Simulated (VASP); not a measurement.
Bi:

```xyz
1
Lattice="0.0000 2.6000 2.6000 2.6000 0.0000 2.6000 2.6000 2.6000 0.0000" Properties=species:S:1:pos:R:3 pbc="T T T"
Bi    0.0000    0.0000    0.0000
```

This isn't the form of Bi at room conditions, which is rhombohedral.

```yaml
Program: VASP 6.6.1
Task: relaxation of cell and atoms
Functional: LDA
Potentials_or_basis: VASP PAW LDA potentials, release 64 (Bi_d)
Cutoff: 500 eV
k_mesh: 6 × 6 × 6
Occupations: gaussian, width 0.1 eV
Spin: no spin polarisation
```

At the start: pressure -7.7 GPa; volume 35.15 Å³/atom.

Question: Where does the relaxation end?

Answer: Over 3 steps the energy falls by 162.1 meV/atom and the volume is 29.49 Å³/atom (-16.1 %); space group Fm-3m (No. 225, to 0.1 Å) before and after.

Step by step:
```csv
step,energy change (eV),largest force (eV/Å),pressure (GPa),volume (Å³)
1,0.0000,0.0000,-7.74,35.15
2,-0.1205,0.0000,6.30,27.20
3,-0.1621,0.0000,-0.04,29.49
```

Final structure:
```
Bi
1.0
     0.00000    2.45206    2.45206
     2.45206    0.00000    2.45206
     2.45206    2.45206    0.00000
Bi
1
Direct
  0.00000 0.00000 0.00000
```

Caveat: the volume moved by over 15 % at a fixed basis, so the end points are rough.
